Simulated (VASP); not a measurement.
# Cu (I4/mmm) in VASP: notebook, part 3 of 3

VASP 6.6.1. Earlier steps stand in the parts before.

## (5) Relaxation of cell and atoms, PBEsol, target pressure 5 GPa, at which the enthalpy is minimised

This run uses another cell than the first one, of 11.46 Å³/atom, 1.038 times its volume.

Contents of INCAR:

```
PREC     = Accurate       # precision mode
ENCUT    = 600            # plane-wave cutoff, eV
EDIFF    = 1E-6           # SCF threshold, eV
ISMEAR   = -1             # smearing method
SIGMA    = 0.05           # smearing width, eV
LREAL    = F              # projectors in reciprocal space
LASPH    = T              # aspherical terms in the spheres
NELM     = 100            # most SCF steps
ALGO     = Normal         # electronic algorithm
ISIF     = 3              # what is computed and relaxed
LWAVE    = F              # write WAVECAR
LCHARG   = F              # write CHGCAR
GGA      = PS             # functional
IBRION   = 2              # ionic algorithm
NSW      = 80             # ionic steps
EDIFFG   = -0.005         # ionic threshold
PSTRESS  = 50.0
```

Contents of KPOINTS:

```
Automatic mesh
0
Gamma
  13 13 13
```

Contents of POSCAR:

```
Cu
1.0
   -1.4427933200      1.4427933200      1.3760814500
    1.4427933200     -1.4427933200      1.3760814500
    1.4427933200      1.4427933200     -1.3760814500
Cu
1
Direct
    0.0000000000      0.0000000000      0.0000000000
```

Started as:

```bash
$ cat potpaw_PBE.64/Cu/POTCAR > POTCAR
$ mpirun -np 1 vasp_std > vasp.out
```

Run time: 56 s. Hardware: 1 thread of Intel Xeon Platinum 8488C (Sapphire Rapids), shared host; peak memory 0.15 GiB.

Results (log left out):

```
Free energy                                            : -4.2714 eV
Relaxed volume                                         : 11.09 Å³/atom
Relaxed cell                                           : a = 2.434 Å, b = 2.434 Å, c = 2.434 Å, α = 108.40°, β = 108.40°, γ = 111.64°
Space group after relaxing (to 0.05 Å)                 : I4/mmm (No. 139)
Energy change on relaxing (the enthalpy is what falls) : +4.9 meV/atom
Ionic steps                                            : 10
Pressure after relaxing                                : 5.0 GPa
```

Step by step:
```
step  energy change (eV)  largest force (eV/Å)  pressure (GPa)  volume (Å³)
   1              0.0000                0.0000           -0.61        11.46
   2              0.0181                0.0000           10.15        10.81
   3              0.0048                0.0000            5.04        11.09
   4              0.0046                0.0000            4.90        11.10
   5              0.0046                0.0000            4.87        11.10
   6              0.0046                0.0000            4.89        11.10
   7              0.0047                0.0000            4.92        11.09
   8              0.0047                0.0000            4.92        11.09
   9              0.0055                0.0000            5.33        11.07
  10              0.0049                0.0000            5.05        11.09
```

Final structure:
```
CELL_PARAMETERS angstrom
-1.42384 1.42384 1.36733
1.42384 -1.42384 1.36733
1.42384 1.42384 -1.36733
ATOMIC_POSITIONS crystal
Cu 0.00000 0.00000 0.00000
```

Levels at points of the mesh, in eV from the Fermi level:
```csv
k point,band 4,band 5,band 6,band 7,band 8,band 9
"(0.00, 0.00, 0.00)",-3.19,-2.23,-2.05,25.31,25.31,26.37
```

Caveat: the cell is relaxed towards a set pressure, so the enthalpy falls and the energy may rise; the PAW data sets were made with another functional, which shifts forces and pressure a little.

## (6) Relaxation of cell and atoms, PBEsol, target pressure 10 GPa, at which the enthalpy is minimised

This run uses another cell than the first one, of 11.46 Å³/atom, 1.038 times its volume.

Contents of INCAR:

```
  PREC = Accurate
  ENCUT = 600
  EDIFF = 1E-7
  ISMEAR = -1
  SIGMA = 0.05
  LREAL = F
  LASPH = T
  NELM = 60
  ALGO = Normal
  ISIF = 3
  LWAVE = F
  LCHARG = F
  GGA = PS
  IBRION = 2
  NSW = 80
  EDIFFG = -0.005
  PSTRESS = 100.0
```

KPOINTS is that of step 5.

POSCAR is that of step 5.

Potentials or basis: VASP PAW PBE potentials, release 64 (Cu).

Started as:

```bash
$ cat potpaw_PBE.64/Cu/POTCAR > POTCAR
$ mpirun -np 1 vasp_std > vasp.out
```

Run time: 74 s. Hardware: 1 thread of Intel Xeon Platinum 8488C (Sapphire Rapids), shared host; peak memory 0.16 GiB.

Results (log left out):

```
Free energy                                            : -4.2583 eV
Relaxed volume                                         : 10.81 Å³/atom
Relaxed cell                                           : a = 2.413 Å, b = 2.413 Å, c = 2.413 Å, α = 108.58°, β = 108.58°, γ = 111.27°
Space group after relaxing (to 0.05 Å)                 : I4/mmm (No. 139)
Energy change on relaxing (the enthalpy is what falls) : +18.0 meV/atom
Ionic steps                                            : 12
Pressure after relaxing                                : 10.1 GPa
```

The path:
```csv
step,energy change (eV),largest force (eV/Å),pressure (GPa),volume (Å³)
1,0.0000,0.0000,-0.60,11.46
2,0.0746,0.0000,22.85,10.25
3,0.0174,0.0000,9.91,10.82
4,0.0182,0.0000,10.14,10.81
5,0.0173,0.0000,9.89,10.82
6,0.0166,0.0000,9.68,10.83
7,0.0167,0.0000,9.68,10.83
8,0.0168,0.0000,9.71,10.83
9,0.0170,0.0000,9.77,10.82
10,0.0176,0.0000,9.90,10.81
11,0.0172,0.0000,9.82,10.82
12,0.0180,0.0000,10.07,10.81
```

Final structure:
```cif
data_structure
_symmetry_space_group_name_H-M 'P 1'
_symmetry_Int_Tables_number 1
_cell_length_a 2.4128
_cell_length_b 2.4128
_cell_length_c 2.4128
_cell_angle_alpha 108.579
_cell_angle_beta 108.579
_cell_angle_gamma 111.271
_cell_volume 10.81
loop_
_atom_site_label
_atom_site_type_symbol
_atom_site_fract_x
_atom_site_fract_y
_atom_site_fract_z
_atom_site_occupancy
Cu1 Cu 0.00000 0.00000 0.00000 1
```

Levels at points of the mesh, in eV from the Fermi level:
| k point | band 4 | band 5 | band 6 | band 7 | band 8 | band 9 |
| --- | --- | --- | --- | --- | --- | --- |
| (0.00, 0.00, 0.00) | -3.29 | -2.27 | -2.11 | 25.64 | 25.64 | 26.50 |

Caveat: the cell is relaxed towards a set pressure, so the enthalpy falls and the energy may rise; the PAW data sets were made with another functional, which shifts forces and pressure a little.

## (7) Overview

| task | cell | cutoff (eV) | gap on the mesh (eV) | pressure (GPa) |
| --- | --- | --- | --- | --- |
| single point | a = 2.431 Å, angles 108.4, 108.4, 111.5°, 1 atom | 520 | none | 5.7 |
| single point | a = 2.454 Å, angles 108.2, 108.2, 112.0°, 1 atom | 520 | none | 0.7 |
| relaxation of cell and atoms | relaxed from a = 2.461 Å, angles 108.2, 108.2, 112.0°, 1 atom | 600 | none | 0.0 |
| relaxation of cell and atoms | relaxed to 5 GPa from a = 2.461 Å, angles 108.2, 108.2, 112.0°, 1 atom | 600 | none | 5.0 |
| relaxation of cell and atoms | relaxed to 10 GPa from a = 2.461 Å, angles 108.2, 108.2, 112.0°, 1 atom | 600 | none | 10.1 |

Alike in all rows: level PBEsol; potentials or basis VASP PAW PBE potentials, release 64 (Cu); no spin polarisation; k mesh 13 × 13 × 13; smearing fermi-dirac 0.05 eV.

Caveats: the PAW data sets were made with another functional, which shifts forces and pressure a little; the cell is relaxed towards a set pressure, so the enthalpy falls and the energy may rise (some runs).

Total energies depend on the potentials used, so only differences within one code and one set of settings carry meaning.
